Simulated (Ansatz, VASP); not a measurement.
# MgH2 in VASP and in Ansatz

File POSCAR:

```
MgH2
1.0
    4.4849452995      0.0000000000      0.0000000000
    0.0000000000      4.4849452995      0.0000000000
    0.0000000000      0.0000000000      2.9964065034
Mg H
2 4
Direct
    0.0000000000      0.0000000000      0.0000000000
    0.5000000000      0.5000000000      0.5000000000
    0.3046827735      0.3046827735      0.0000000000
    0.1953172265      0.8046827735      0.5000000000
    0.6953172265      0.6953172265      0.0000000000
    0.8046827735      0.1953172265      0.5000000000
```

The input INCAR.step1:

```
PREC     = Accurate       # precision mode
ENCUT    = 520            # plane-wave cutoff, eV
EDIFF    = 1E-5           # SCF threshold, eV
ISMEAR   = 0              # smearing method
SIGMA    = 0.01           # smearing width, eV
LREAL    = F              # projectors in reciprocal space
LASPH    = T              # aspherical terms in the spheres
NELM     = 80             # most SCF steps
ALGO     = Normal         # electronic algorithm
ISIF     = 2              # what is computed and relaxed
LWAVE    = T              # write WAVECAR
NBANDS   = 13             # bands
GGA      = PE             # functional
```

The input INCAR.step2:

```
PREC     = Accurate       # precision mode
ENCUT    = 520            # plane-wave cutoff, eV
EDIFF    = 1E-6           # SCF threshold, eV
ISMEAR   = 0              # smearing method
SIGMA    = 0.01           # smearing width, eV
LREAL    = F              # projectors in reciprocal space
LASPH    = T              # aspherical terms in the spheres
NELM     = 80             # most SCF steps
ALGO     = Normal         # electronic algorithm
ISIF     = 2              # what is computed and relaxed
LWAVE    = F              # write WAVECAR
LCHARG   = T              # write CHGCAR
GGA      = PE             # functional
LHFCALC  = T              # exact exchange
HFSCREEN = 0.2079         # screening, 1/A
PRECFOCK = Fast         
LELF     = T              # ELF
LVHAR    = T            
NBANDS   = 13             # bands
ISTART   = 1
```

Contents of KPOINTS:

```
regular mesh
0
Gamma
  4 4 6
```

Input for Ansatz:

```yaml
crystal:
  lattice:
    - [4.4849452995, 0.0, 0.0]
    - [0.0, 4.4849452995, 0.0]
    - [0.0, 0.0, 2.9964065034]
  atoms:
    - { symbol: Mg, position: [0.0, 0.0, 0.0] }
    - { symbol: Mg, position: [0.5, 0.5, 0.5] }
    - { symbol: H, position: [0.3046827735, 0.3046827735, 0.0] }
    - { symbol: H, position: [0.1953172265, 0.8046827735, 0.5] }
    - { symbol: H, position: [0.6953172265, 0.6953172265, 0.0] }
    - { symbol: H, position: [0.8046827735, 0.1953172265, 0.5] }
kpoints:
  mp_grid: { grid: [4, 4, 6] }
  band_path:
    path:
      - [0.0, 0.0, 0.0]
      - [0.0, 0.5, 0.0]
      - [0.5, 0.5, 0.0]
      - [0.0, 0.0, 0.5]
      - [0.0, 0.5, 0.5]
      - [0.5, 0.5, 0.5]
      - [0.15625, 0.15625, -0.085937]
      - [0.395833, 0.395833, -0.5]
      - [0.35, 0.35, 0.5]
    npoints: 1
hamiltonian:
  xc: hse06
scf:
  occupations: { method: fixed }
  n_extra_bands: 5
output:
  forces: true
  stress: true
  eigenvalues: true
  write_density: true
  write_potential: true
  elf: true
  volumetric_format: npy
```

Alike in both runs: task single point; functional HSE06; k mesh 4 × 4 × 6; no spin polarisation.

```csv
,VASP,Ansatz
version,VASP 6.6.1,Ansatz 0.2.0
potentials or method,"VASP PAW PBE potentials, release 64 (Mg, H)","plane waves, PAW"
plane-wave cutoff (eV),520,420
occupations,"gaussian, width 0.01 eV",fixed
valence electrons in the cell,8,24
```

```tsv
	VASP	Ansatz	Ansatz less VASP
gap on the k mesh at the Fermi level (eV)	5.04	5.08	+0.037
pressure (GPa)	-0.2	0.1	+0.26
rms of the force components (eV/Å)	0.004	0.003	-0.0012
```

Atom by atom the forces differ by 0.001 eV/Å (rms over components). VASP's potentials hold 8 valence electrons a cell and Ansatz's 24, so a difference there can come from the potentials and not from the codes. Ansatz's warnings: stress exchange threshold loose, stress scf threshold loose.
